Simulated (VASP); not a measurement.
# BaS (C2) in VASP: a series of runs

The runs below take BaS through single point, relaxation of cell and atoms, with PBE.

Everything below comes from runs of VASP 6.6.1. Logs are shortened: lines on timing, memory, paths and dates and some standing lists are left out, and cuts for length are marked.

### Step 1. The cell of the first run

The structure is monoclinic, space group C2 (No. 5). Conventional cell: a = 7.808 Å, b = 4.387 Å, c = 4.486 Å, α = 90.00°, β = 122.17°, γ = 90.00°. Ba (site symmetry 2) has 6 S at 2.90 to 3.39 Å within 3.8 Å. Within 3.8 Å of S (site symmetry 2) lie 6 Ba at 2.90 to 3.39 Å.

### Step 2. Single point, PBE

INCAR reads:

```
PREC = Accurate ; ENCUT = 520
EDIFF = 1E-6 ; ISMEAR = 0
SIGMA = 0.1 ; LREAL = F
LASPH = T ; NELM = 80
ALGO = Normal ; ISIF = 2
LWAVE = F ; LCHARG = T
GGA = PE ; LELF = T
LVHAR = T ; NBANDS = 15
```

KPOINTS reads:

```
regular mesh
0
Gamma
  6 6 4
```

POSCAR reads:

```
BaS
1.0
    3.9040198000     -2.1936552100      0.0000000000
    3.9040198000      2.1936552100      0.0000000000
   -2.3886753300      0.0000000000      3.7974436100
Ba S
1 1
Direct
    0.0398525900      0.9601474100      0.0000000000
    0.4601474100      0.5398525900      0.5000000000
```

Potentials or basis: VASP PAW PBE potentials, release 64 (Ba_sv, S).

Run with:

```sh
$ cat potpaw_PBE.64/Ba_sv/POTCAR potpaw_PBE.64/S/POTCAR > POTCAR
$ mpirun -np 1 vasp_std > vasp.out
```

OUTCAR:

```text
PREC = Accurate
   ENCUT = 520
   EDIFF = 1E-6
   ISMEAR = 0
   LREAL = F
   LASPH = T
   NELM = 80
   ISIF = 2
   GGA = PE

 ion  position               nearest neighbor table
   1  0.040  0.960  0.000-   2 2.90   2 2.90   2 3.33   2 3.33   2 3.39   2 3.39
   2  0.460  0.540  0.500-   1 2.90   1 2.90   1 3.33   1 3.33   1 3.39   1 3.39

  LATTYP: Found a base centered monoclinic cell.
 ALAT       =     7.8080396000
 B/A-ratio  =     0.5618965380
 C/A-ratio  =     0.5745667362
 COS(beta)  =    -0.5324448583

  Lattice vectors:

 A1 = (   3.9040198000,  -2.1936552100,   0.0000000000)
 A2 = (   3.9040198000,   2.1936552100,   0.0000000000)
 A3 = (  -2.3886753300,   0.0000000000,   3.7974436100)

Analysis of symmetry for initial positions (statically):
=====================================================================
 Subroutine PRICEL returns:
 Original cell was already a primitive cell.

 Routine SETGRP: Setting up the symmetry group for a
 base centered monoclinic supercell.

 Subroutine GETGRP returns: Found  2 space group operations
 (whereof  2 operations were pure point group operations)
 out of a pool of  4 trial point group operations.

The static configuration has the point symmetry C_2 .

Analysis of symmetry for dynamics (positions and initial velocities):
=====================================================================
 Subroutine PRICEL returns:
 Original cell was already a primitive cell.

 Routine SETGRP: Setting up the symmetry group for a
 base centered monoclinic supercell.

 Subroutine GETGRP returns: Found  2 space group operations
 (whereof  2 operations were pure point group operations)
 out of a pool of  4 trial point group operations.

The dynamic configuration has the point symmetry C_2 .

 Subroutine INISYM returns: Found  2 space group operations
 (whereof  2 operations are pure point group operations),
 and found     1 'primitive' translations

----------------------------------------------------------------------------------------

                                     Primitive cell

  volume of cell :      65.0432

  direct lattice vectors                    reciprocal lattice vectors
     3.904019800 -2.193655210  0.000000000     0.128073121 -0.227930077  0.080560802
     3.904019800  2.193655210  0.000000000     0.128073121  0.227930077  0.080560802
    -2.388675330  0.000000000  3.797443610     0.000000000  0.000000000  0.263335049

  length of vectors
     4.478112747  4.478112747  4.486239829     0.273577936  0.273577936  0.263335049

  position of ions in fractional coordinates (direct lattice)
     0.039852590  0.960147410  0.000000000
     0.460147410  0.539852590  0.500000000

  ion indices of the primitive-cell ions
   primitive index   ion index
                 1           1
                 2           2

----------------------------------------------------------------------------------------

 KPOINTS: regular mesh

Automatic generation of k-mesh.
 Grid dimensions read from file:
 generate k-points for:    6    6    4

 Generating k-lattice:

  Cartesian coordinates                     Fractional coordinates (reciprocal lattice)
     0.021345520 -0.037988346  0.013426800     0.166666667 -0.000000000  0.000000000
     0.021345520  0.037988346  0.013426800    -0.000000000  0.166666667  0.000000000
     0.000000000  0.000000000  0.065833762     0.000000000  0.000000000  0.250000000

  Length of vectors
     0.045596323  0.045596323  0.065833762

  Shift w.r.t. Gamma in fractional coordinates (k-lattice)
     0.000000000  0.000000000  0.000000000

 Subroutine IBZKPT returns following result:
 ===========================================

 Found     47 irreducible k-points:

 Following reciprocal coordinates:
            Coordinates               Weight
  0.000000  0.000000  0.000000      1.000000
  0.166667  0.000000  0.000000      4.000000
  0.333333  0.000000 -0.000000      4.000000
  0.500000  0.000000  0.000000      2.000000
  0.166667  0.166667  0.000000      2.000000
  0.333333  0.166667  0.000000      4.000000
[... 16 lines left out ...]
 -0.333333  0.166667  0.250000      4.000000
 -0.166667  0.166667  0.250000      4.000000
 [... further k-points ...]
   k-points           NKPTS =     47   k-points in BZ     NKDIM =     47   number of bands    NBANDS=     15
   number of dos      NEDOS =    301   number of ions     NIONS =      2
   total plane-waves  NPLWV =  46656
   dimension x,y,z NGX =    36 NGY =   36 NGZ =   36
   dimension x,y,z NGXF=    72 NGYF=   72 NGZF=   72
   ions per type =               1   1
   NGX,Y,Z   is equivalent  to a cutoff of  13.36, 13.36, 13.34 a.u.
   NGXF,Y,Z  is equivalent  to a cutoff of  26.73, 26.73, 26.68 a.u.
 SYSTEM =  unknown system
   PREC   = accura    normal or accurate (medium, high low for compatibility)
   ISTART =      0    job   : 0-new  1-cont  2-samecut
   ICHARG =      2    charge: 1-file 2-atom 10-const
   ISPIN  =      1    spin polarized calculation?
   LNONCOLLINEAR =      F non collinear calculations
   LSORBIT =      F    spin-orbit coupling
   LASPH  =      T    aspherical Exc in radial PAW
   ENCUT  =  520.0 eV  38.22 Ry    6.18 a.u.   8.33  8.33  8.34*2*pi/ulx,y,z
   NELM   =     80;   NELMIN=  2; NELMDL= -5     # of ELM steps
   EDIFF  = 0.1E-05   stopping-criterion for ELM
   LREAL  =      F    real-space projection
   EDIFFG = 0.1E-04   stopping-criterion for IOM
   NSW    =      0    number of steps for IOM
   IBRION =     -1    ionic relax: 0-MD 1-quasi-New 2-CG
   NFREE  =      0    steps in history (QN), initial steepest desc. (CG)
   ISIF   =      2    stress and relaxation
   ISYM   =      2    0-nonsym 1-usesym 2-fastsym
   POTIM  = 0.5000    time-step for ionic-motion
   TEBEG  =    0.0;   TEEND  =   0.0 temperature during run
   PSTRESS=    0.0 pullay stress
   NELECT =      16.0000    total number of electrons
   NUPDOWN=      -1.0000    fix difference up-down
   EMIN   =  10.00;   EMAX   =-10.00  energy-range for DOS
   EFERMI =   0.00;   METHOD = LEGACY
   ISMEAR =     0;   SIGMA  =   0.10  broadening in eV -4-tet -1-fermi 0-gaus
   EFERMI_NEDOS =   21; number of points for ismear=-14 and -15
   IALGO  =     38    algorithm
   IMIX   =      4    mixing-type and parameters
     AMIX     =   0.40;   BMIX     =  1.00
     AMIX_MAG =   1.60;   BMIX_MAG =  1.00
  volume/ion in A,a.u.               =      32.52       219.47
  Fermi-wavevector in a.u.,A,eV,Ry     =   1.025764  1.938413 14.315947  1.052192
  Thomas-Fermi vector in A             =   2.159622
   LORBIT       =      0    0 simple, 1 ext, 2 COOP (PROOUT), +10 PAW based schemes
   GGA     = PE    functional components
   LHFCALC =     F    Hartree Fock is set to
   AEXX    =    0.0000 exact exchange contribution
   IVDW    =     0    specifies the selected vdW correction
   LEPSILON=     F    determine dielectric tensor
   LRPA    =     F    only Hartree local field effects (RPA)
 non-spin polarized calculation
 Gauss-broadening in eV      SIGMA  =   0.10
  energy-cutoff  :      520.00
  volume of cell :       65.04
 maximum number of plane-waves:      1771
 NGX is ok and might be reduce to    36
   NGX = 17   NGY = 17   NGZ = 17

 number of electron      15.9999999 magnetization

 Free energy of the ion-electron system (eV)
  ---------------------------------------------------
  ext. energy  EPLUGINS =         0.00000000
  ---------------------------------------------------
  free energy    TOTEN  =        -9.95829392 eV

  energy without entropy =       -9.95829392  energy(sigma->0) =       -9.95829392

 E-fermi :   1.8589     XC(G=0):  -8.6075

 val. band max:        1.4018513612   @ k =   0.5000   0.0000   0.5000
 cond. band min:       3.8039267012   @ k =   0.5000   0.0000   0.5000
 fundamental gap:      2.4020753399
 Fermi energy:         1.8588804894

 k-point     1 :       0.0000    0.0000    0.0000
  band No.  band energies     occupation
      1     -24.5663      2.00000
      2      -9.8407      2.00000
      3      -9.6748      2.00000
      4      -9.6312      2.00000
      5      -8.7244      2.00000
      6       1.1853      2.00000
      7       1.2918      2.00000
      8       1.3599      2.00000
      9       4.8206      0.00000
     10       5.2712      0.00000
     11       5.5597      0.00000
     12       5.8477      0.00000
     13       6.4541      0.00000
     14       6.8022      0.00000
     15      10.0282      0.00000

 k-point     2 :       0.1667    0.0000    0.0000
  band No.  band energies     occupation
      1     -24.5542      2.00000
      2     -10.2056      2.00000
      3      -9.6768      2.00000
      4      -9.6586      2.00000
      5      -8.3392      2.00000
      6       0.6651      2.00000
      7       0.9652      2.00000
      8       1.0637      2.00000
      9       5.2294      0.00000
     10       5.6524      0.00000
     11       5.9063      0.00000
     12       6.1602      0.00000
     13       7.3431      0.00000
     14       7.5982      0.00000
     15      11.1221      0.00000

 k-point     3 :       0.3333    0.0000   -0.0000
  band No.  band energies     occupation
      1     -24.5297      2.00000
      2     -10.6758      2.00000
      3      -9.6998      2.00000
      4      -9.6774      2.00000
      5      -7.8419      2.00000
      6      -0.1397      2.00000
      7       0.4437      2.00000
      8       0.6081      2.00000
      9       5.8017      0.00000
     10       6.6127      0.00000
     11       7.0059      0.00000
     12       7.5737      0.00000
     13       8.9055      0.00000
     14       9.3783      0.00000
     15      11.4451      0.00000

 k-point     4 :       0.5000    0.0000    0.0000
  band No.  band energies     occupation
      1     -24.5174      2.00000
      2     -10.8590      2.00000
      3      -9.7179      2.00000
      4      -9.6791      2.00000
      5      -7.6440      2.00000
      6      -0.4757      2.00000
      7       0.2233      2.00000
      8       0.4170      2.00000
      9       6.4578      0.00000
     10       7.3846      0.00000
     11       7.8378      0.00000
     12       8.1680      0.00000
     13       9.5397      0.00000
     14      10.5387      0.00000
     15      10.9644      0.00000
[... 307 lines left out ...]
 k-point    22 :       0.5000    0.1667    0.2500
  band No.  band energies     occupation
      1     -24.5055      2.00000
      2     -10.4996      2.00000
      3      -9.9843      2.00000
      4      -9.8909      2.00000
      5      -8.0291      2.00000
      6       0.2879      2.00000
      7       0.7630      2.00000
      8       0.9408      2.00000
      9       5.3811      0.00000
     10       6.5644      0.00000
     11       7.6276      0.00000
     12       8.4397      0.00000
     13       8.8840      0.00000
     14      10.6847      0.00000
     15      11.3053      0.00000

 k-point    23 :      -0.3333    0.1667    0.2500
  band No.  band energies     occupation
      1     -24.5090      2.00000
      2     -10.5507      2.00000
      3      -9.9028      2.00000
      4      -9.8131      2.00000
      5      -8.0885      2.00000
      6       0.3637      2.00000
      7       0.7676      2.00000
      8       0.8987      2.00000
      9       4.6211      0.00000
     10       6.9984      0.00000
     11       7.9853      0.00000
     12       8.3691      0.00000
     13       8.9408      0.00000
     14       9.9767      0.00000
     15      10.6536      0.00000

 k-point    24 :      -0.1667    0.1667    0.2500
  band No.  band energies     occupation
      1     -24.5221      2.00000
      2     -10.5635      2.00000
      3      -9.8658      2.00000
      4      -9.7286      2.00000
      5      -7.9732      2.00000
      6       0.1021      2.00000
      7       0.6954      2.00000
      8       1.1244      2.00000
      9       4.6957      0.00000
     10       6.8337      0.00000
     11       7.3722      0.00000
     12       7.6983      0.00000
     13       8.0843      0.00000
     14      10.0405      0.00000
     15      11.2732      0.00000

 [... further k-points ...]

------------------------ aborting loop because EDIFF is reached ----------------------------------------

  FORCE on cell =-STRESS in cart. coord.  units (eV):
  Direction    XX          YY          ZZ          XY          YZ          ZX
  --------------------------------------------------------------------------------------
  -------------------------------------------------------------------------------------
  Total        0.7096947      2.1186345      1.2662955      0.0000000      0.0000000     -1.5372288
  in kB       17.4815707     52.1873097     31.1920523      0.0000000      0.0000000    -37.8658229
  external PRESSURE =      33.6203109 kB  Pullay stress =       0.0000000 kB

 VOLUME and BASIS-vectors are now :
 -----------------------------------------------------------------------------
  energy-cutoff  :      520.00
  volume of cell :       65.04
      direct lattice vectors                 reciprocal lattice vectors
     3.904019800 -2.193655210  0.000000000     0.128073121 -0.227930077  0.080560802
     3.904019800  2.193655210  0.000000000     0.128073121  0.227930077  0.080560802
    -2.388675330  0.000000000  3.797443610     0.000000000  0.000000000  0.263335049

 POSITION                                       TOTAL-FORCE (eV/Angst)
 -----------------------------------------------------------------------------------
      3.90402      2.01881      0.00000        -0.000000      1.100950      0.000000
      2.70968      0.17485      1.89872         0.000000     -1.100950      0.000000
 -----------------------------------------------------------------------------------
    total drift:                               -0.000000      0.000216     -0.000000

  FREE ENERGIE OF THE ION-ELECTRON SYSTEM (eV)
  ---------------------------------------------------
  free  energy   TOTEN  =        -9.9582939174 eV

  energy  without entropy=       -9.9582939174  energy(sigma->0) =       -9.95829392
```

Run time: 44 s. Hardware: 1 thread of Intel Xeon Platinum 8488C (Sapphire Rapids), shared host; peak memory 0.22 GiB.

Results:

| Quantity | Value |
| --- | --- |
| Free energy | -9.9583 eV |
| Pressure | 3.4 GPa |
| Largest force | 1.101 eV/Å |
| Band gap on the k mesh | 2.40 eV |

Forces on the atoms (eV/Å):
```
Ba   0.000  1.101  0.000
S    0.000 -1.101  0.000
```

Stress tensor (GPa, compression positive):
```
 1.75  0.00 -3.79
 0.00  5.22  0.00
-3.79  0.00  3.12
```

Levels at points of the mesh, in eV from the valence-band top:
```
           k point  band 6  band 7  band 8  band 9  band 10  band 11
(0.00, 0.00, 0.00)   -0.22   -0.11   -0.04    3.42     3.87     4.16
(0.50, 0.00, 0.00)   -1.88   -1.18   -0.98    5.06     5.98     6.44
(0.50, 0.50, 0.00)   -0.66   -0.37   -0.10    2.75     5.88     6.10
(0.00, 0.00, 0.50)   -1.85   -0.86   -0.79    5.33     5.34     6.17
(0.50, 0.00, 0.50)   -0.41   -0.31    0.00    2.40     5.79     6.29
(0.50, 0.50, 0.50)   -1.85   -1.13   -0.86    5.34     5.42     6.39
```

Caveat: the cell stands under pressure; spin-orbit coupling is left out, which moves the levels of the heavy elements; forces of over 1 eV/Å act on the atoms, so gaps and moduli don't describe the material at rest.

[end of part 1 of 2]
